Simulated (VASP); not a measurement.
A run of VASP 6.6.1 is set up as follows.

Contents of INCAR:

```
SYSTEM = LaPb3
PREC = Accurate
ENCUT = 520
EDIFF = 1E-6
ISMEAR = 0
SIGMA = 0.1
LREAL = .FALSE.
LASPH = .TRUE.
NELM = 60
ALGO = Normal
ISIF = 2
LWAVE = .FALSE.
LCHARG = .FALSE.
NBANDS = 34
```

The input KPOINTS:

```
regular mesh
0
G
  5 5 5
  0 0 0
```

File POSCAR:

```
LaPb3
1.0
    4.8930000000      0.0000000000      0.0000000000
    0.0000000000      4.8930000000      0.0000000000
    0.0000000000      0.0000000000      4.8930000000
La Pb
1 3
Direct
    0.0000000000      0.0000000000      0.0000000000
    0.0000000000      0.5000000000      0.5000000000
    0.5000000000      0.0000000000      0.5000000000
    0.5000000000      0.5000000000      0.0000000000
```

Potentials or basis: VASP PAW LDA potentials, release 64 (La, Pb_d).

Command:

```bash
$ cat potpaw_LDA.64/La/POTCAR potpaw_LDA.64/Pb_d/POTCAR > POTCAR
$ mpirun -np 1 vasp_std > vasp.out
```

Problem. What does it give for the pressure?

Solution. -2.0 GPa.
